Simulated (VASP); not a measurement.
# Ca in VASP: a series of runs

Ca is run at these levels: PBEsol; tasks: single point.

All numbers are computed with VASP 6.6.1; they aren't measurements. Logs are shortened: lines on timing, memory, paths and dates and some standing lists are left out, and cuts for length are marked.

## 1. The cell of the first run

It takes space group Pm-3m (No. 221, cubic). Conventional cell: a = 2.615 Å, b = 2.615 Å, c = 2.615 Å, α = 90.00°, β = 90.00°, γ = 90.00°. Within 3.4 Å of Ca (site symmetry m-3m) lie 6 Ca at 2.62 Å.

## 2. Single point, PBEsol

INCAR reads:

```
SYSTEM = Ca
PREC = Accurate
ENCUT = 520
EDIFF = 1E-7
ISMEAR = -1
SIGMA = 0.1
LREAL = .FALSE.
LASPH = .TRUE.
NELM = 60
ALGO = Normal
ISIF = 2
LWAVE = .FALSE.
LCHARG = .TRUE.
GGA = PS
LELF = .TRUE.
LVHAR = .TRUE.
NBANDS = 11
```

KPOINTS reads:

```
Automatic mesh
0
G
  13 13 13
  0 0 0
```

POSCAR reads:

```
Ca
1.0
    2.6150000000      0.0000000000      0.0000000000
    0.0000000000      2.6150000000      0.0000000000
    0.0000000000      0.0000000000      2.6150000000
Ca
1
Direct
    0.0000000000      0.0000000000      0.0000000000
```

Potentials or basis: VASP PAW PBE potentials, release 64 (Ca_sv).

On the command line:

```bash
> cat potpaw_PBE.64/Ca_sv/POTCAR > POTCAR
> mpirun -np 1 vasp_std > vasp.out
```

OUTCAR:

```text
SYSTEM = Ca
   PREC = Accurate
   ENCUT = 520
   EDIFF = 1E-7
   ISMEAR = -1
   LREAL = .FALSE.
   LASPH = .TRUE.
   NELM = 60
   ISIF = 2
   GGA = PS

 ion  position               nearest neighbor table
   1  0.000  0.000  0.000-

  LATTYP: Found a simple cubic cell.
 ALAT       =     2.6150000000

  Lattice vectors:

 A1 = (   2.6150000000,   0.0000000000,   0.0000000000)
 A2 = (   0.0000000000,   2.6150000000,   0.0000000000)
 A3 = (   0.0000000000,   0.0000000000,   2.6150000000)

Analysis of symmetry for initial positions (statically):
=====================================================================
 Subroutine PRICEL returns:
 Original cell was already a primitive cell.

 Routine SETGRP: Setting up the symmetry group for a
 simple cubic supercell.

 Subroutine GETGRP returns: Found 48 space group operations
 (whereof 48 operations were pure point group operations)
 out of a pool of 48 trial point group operations.

The static configuration has the point symmetry O_h .

Analysis of symmetry for dynamics (positions and initial velocities):
=====================================================================
 Subroutine PRICEL returns:
 Original cell was already a primitive cell.

 Routine SETGRP: Setting up the symmetry group for a
 simple cubic supercell.

 Subroutine GETGRP returns: Found 48 space group operations
 (whereof 48 operations were pure point group operations)
 out of a pool of 48 trial point group operations.

The dynamic configuration has the point symmetry O_h .

 Subroutine INISYM returns: Found 48 space group operations
 (whereof 48 operations are pure point group operations),
 and found     1 'primitive' translations

----------------------------------------------------------------------------------------

                                     Primitive cell

  volume of cell :      17.8820

  direct lattice vectors                    reciprocal lattice vectors
     2.615000000  0.000000000  0.000000000     0.382409178  0.000000000  0.000000000
     0.000000000  2.615000000  0.000000000     0.000000000  0.382409178  0.000000000
     0.000000000  0.000000000  2.615000000     0.000000000  0.000000000  0.382409178

  length of vectors
     2.615000000  2.615000000  2.615000000     0.382409178  0.382409178  0.382409178

  position of ions in fractional coordinates (direct lattice)
     0.000000000  0.000000000  0.000000000

  ion indices of the primitive-cell ions
   primitive index   ion index
                 1           1

----------------------------------------------------------------------------------------

 KPOINTS: Automatic mesh

Automatic generation of k-mesh.
 Grid dimensions read from file:
 generate k-points for:   13   13   13

 Generating k-lattice:

  Cartesian coordinates                     Fractional coordinates (reciprocal lattice)
     0.029416091  0.000000000  0.000000000     0.076923077  0.000000000  0.000000000
     0.000000000  0.029416091  0.000000000     0.000000000  0.076923077  0.000000000
     0.000000000  0.000000000  0.029416091     0.000000000  0.000000000  0.076923077

  Length of vectors
     0.029416091  0.029416091  0.029416091

  Shift w.r.t. Gamma in fractional coordinates (k-lattice)
     0.000000000  0.000000000  0.000000000

 Subroutine IBZKPT returns following result:
 ===========================================

 Found     84 irreducible k-points:

 Following reciprocal coordinates:
            Coordinates               Weight
  0.000000  0.000000  0.000000      1.000000
  0.076923  0.000000  0.000000      6.000000
  0.153846  0.000000  0.000000      6.000000
  0.230769  0.000000  0.000000      6.000000
  0.307692  0.000000  0.000000      6.000000
  0.384615  0.000000  0.000000      6.000000
[... 16 lines left out ...]
  0.307692  0.307692  0.000000     12.000000
  0.384615  0.307692  0.000000     24.000000
 [... further k-points ...]
   k-points           NKPTS =     84   k-points in BZ     NKDIM =     84   number of bands    NBANDS=     11
   number of dos      NEDOS =    301   number of ions     NIONS =      1
   total plane-waves  NPLWV =   8000
   dimension x,y,z NGX =    20 NGY =   20 NGZ =   20
   dimension x,y,z NGXF=    40 NGYF=   40 NGZF=   40
   ions per type =               1
   NGX,Y,Z   is equivalent  to a cutoff of  12.71, 12.71, 12.71 a.u.
   NGXF,Y,Z  is equivalent  to a cutoff of  25.43, 25.43, 25.43 a.u.
 SYSTEM =  Ca
   PREC   = accura    normal or accurate (medium, high low for compatibility)
   ISTART =      0    job   : 0-new  1-cont  2-samecut
   ICHARG =      2    charge: 1-file 2-atom 10-const
   ISPIN  =      1    spin polarized calculation?
   LNONCOLLINEAR =      F non collinear calculations
   LSORBIT =      F    spin-orbit coupling
   LASPH  =      T    aspherical Exc in radial PAW
   ENCUT  =  520.0 eV  38.22 Ry    6.18 a.u.   4.86  4.86  4.86*2*pi/ulx,y,z
   NELM   =     60;   NELMIN=  2; NELMDL= -5     # of ELM steps
   EDIFF  = 0.1E-06   stopping-criterion for ELM
   LREAL  =      F    real-space projection
   EDIFFG = 0.1E-05   stopping-criterion for IOM
   NSW    =      0    number of steps for IOM
   IBRION =     -1    ionic relax: 0-MD 1-quasi-New 2-CG
   NFREE  =      0    steps in history (QN), initial steepest desc. (CG)
   ISIF   =      2    stress and relaxation
   ISYM   =      2    0-nonsym 1-usesym 2-fastsym
   POTIM  = 0.5000    time-step for ionic-motion
   TEBEG  =    0.0;   TEEND  =   0.0 temperature during run
   PSTRESS=    0.0 pullay stress
   NELECT =      10.0000    total number of electrons
   NUPDOWN=      -1.0000    fix difference up-down
   EMIN   =  10.00;   EMAX   =-10.00  energy-range for DOS
   EFERMI =   0.00;   METHOD = LEGACY
   ISMEAR =    -1;   SIGMA  =   0.10  broadening in eV -4-tet -1-fermi 0-gaus
   EFERMI_NEDOS =   21; number of points for ismear=-14 and -15
   IALGO  =     38    algorithm
   IMIX   =      4    mixing-type and parameters
     AMIX     =   0.40;   BMIX     =  1.00
     AMIX_MAG =   1.60;   BMIX_MAG =  1.00
  volume/ion in A,a.u.               =      17.88       120.67
  Fermi-wavevector in a.u.,A,eV,Ry     =   1.348766  2.548797 24.751291  1.819169
  Thomas-Fermi vector in A             =   2.476408
   LORBIT       =      0    0 simple, 1 ext, 2 COOP (PROOUT), +10 PAW based schemes
   GGA     = PS    functional components
   LHFCALC =     F    Hartree Fock is set to
   AEXX    =    0.0000 exact exchange contribution
   IVDW    =     0    specifies the selected vdW correction
   LEPSILON=     F    determine dielectric tensor
   LRPA    =     F    only Hartree local field effects (RPA)
 non-spin polarized calculation
  energy-cutoff  :      520.00
  volume of cell :       17.88
 maximum number of plane-waves:       494
 NGX is ok and might be reduce to    20
   NGX =  9   NGY =  9   NGZ =  9

 number of electron      10.0000002 magnetization

 Free energy of the ion-electron system (eV)
  ---------------------------------------------------
  ext. energy  EPLUGINS =         0.00000000
  ---------------------------------------------------
  free energy    TOTEN  =        -0.23611023 eV

  energy without entropy =       -0.22039109  energy(sigma->0) =       -0.22825066

 E-fermi :   6.3664     XC(G=0): -11.1293

 val. band max:        6.3423339752   @ k =   0.0000   0.0000   0.0000
 cond. band min:       6.3761482992   @ k =   0.4615   0.1538   0.0769
 fundamental gap:      0.0338143240
 Fermi energy:         6.3664287866

 k-point     1 :       0.0000    0.0000    0.0000
  band No.  band energies     occupation
      1     -34.9656      2.00000
      2     -14.6530      2.00000
      3     -14.6530      2.00000
      4     -14.6530      2.00000
      5       2.1487      2.00000
      6       6.3423      1.11990
      7       6.3423      1.11989
      8      14.3202      0.00000
      9      14.3202      0.00000
     10      14.3202      0.00000
     11      23.3607      0.00000

 k-point     2 :       0.0769    0.0000    0.0000
  band No.  band energies     occupation
      1     -34.9406      2.00000
      2     -14.8185      2.00000
      3     -14.6391      2.00000
      4     -14.6391      2.00000
      5       2.3410      2.00000
      6       6.4004      0.83191
      7       6.5445      0.28841
      8      14.0501      0.00000
      9      14.0501      0.00000
     10      14.3386      0.00000
     11      22.4200      0.00000

 k-point     3 :       0.1538    0.0000    0.0000
  band No.  band energies     occupation
      1     -34.8705      2.00000
      2     -15.2593      2.00000
      3     -14.6005      2.00000
      4     -14.6005      2.00000
      5       2.8632      2.00000
      6       6.5659      0.23948
      7       7.1034      0.00126
      8      13.3811      0.00000
      9      13.3811      0.00000
     10      14.3899      0.00000
     11      20.6887      0.00000

 k-point     4 :       0.2308    0.0000    0.0000
  band No.  band energies     occupation
      1     -34.7695      2.00000
      2     -15.8434      2.00000
      3     -14.5453      2.00000
      4     -14.5453      2.00000
      5       3.6047      2.00000
      6       6.8125      0.02285
      7       7.8374      0.00000
      8      12.5743      0.00000
      9      12.5743      0.00000
     10      14.4634      0.00000
     11      19.1413      0.00000
[... 239 lines left out ...]
 k-point    22 :       0.4615    0.2308    0.0000
  band No.  band energies     occupation
      1     -34.3294      2.00000
      2     -16.9258      2.00000
      3     -15.4754      2.00000
      4     -14.3099      2.00000
      5       5.5444      1.99946
      6       7.4635      0.00003
      7       9.6268      0.00000
      8      11.3285      0.00000
      9      12.3272      0.00000
     10      13.2162      0.00000
     11      17.9249      0.00000

 k-point    23 :       0.3077    0.3077    0.0000
  band No.  band energies     occupation
      1     -34.3678      2.00000
      2     -16.1922      2.00000
      3     -16.0890      2.00000
      4     -14.3293      2.00000
      5       5.0794      1.99999
      6       7.4856      0.00003
      7      10.6509      0.00000
      8      11.3717      0.00000
      9      12.1433      0.00000
     10      12.5048      0.00000
     11      18.6312      0.00000

 k-point    24 :       0.3846    0.3077    0.0000
  band No.  band energies     occupation
      1     -34.2786      2.00000
      2     -16.5753      2.00000
      3     -16.0518      2.00000
      4     -14.2827      2.00000
      5       4.8474      2.00000
      6       7.6813      0.00000
      7      11.0553      0.00000
      8      11.7823      0.00000
      9      12.2369      0.00000
     10      12.4964      0.00000
     11      17.9417      0.00000

 [... further k-points ...]
[... 5 lines left out ...]
  --------------------------------------------------------------------------------------
  -------------------------------------------------------------------------------------
  Total        4.3152484      4.3152484      4.3152484     -0.0000000      0.0000000     -0.0000000
  in kB      386.6351233    386.6351233    386.6351233     -0.0000000      0.0000000     -0.0000000
  external PRESSURE =     386.6351233 kB  Pullay stress =       0.0000000 kB

 VOLUME and BASIS-vectors are now :
 -----------------------------------------------------------------------------
  energy-cutoff  :      520.00
  volume of cell :       17.88
      direct lattice vectors                 reciprocal lattice vectors
     2.615000000  0.000000000  0.000000000     0.382409178  0.000000000  0.000000000
     0.000000000  2.615000000  0.000000000     0.000000000  0.382409178  0.000000000
     0.000000000  0.000000000  2.615000000     0.000000000  0.000000000  0.382409178

 POSITION                                       TOTAL-FORCE (eV/Angst)
 -----------------------------------------------------------------------------------
      0.00000      0.00000      0.00000         0.000000      0.000000      0.000000
 -----------------------------------------------------------------------------------
    total drift:                                0.000000      0.000000      0.000000

  FREE ENERGIE OF THE ION-ELECTRON SYSTEM (eV)
  ---------------------------------------------------
  free  energy   TOTEN  =        -0.2361102335 eV

  energy  without entropy=       -0.2203910854  energy(sigma->0) =       -0.22825066
```

Run time: 7.8 s. Hardware: 1 thread of Intel Xeon Platinum 8488C (Sapphire Rapids), shared host; peak memory 0.13 GiB.

Results:

```
Free energy            : -0.2361 eV
Pressure               : 38.7 GPa
Band gap on the k mesh : zero (band 5 reaches 6.52 eV, above the bottom of band 6 at 5.92 eV)
```

Caveat: the PAW data sets were made with another functional, which shifts forces and pressure a little.

[end of part 1 of 2]
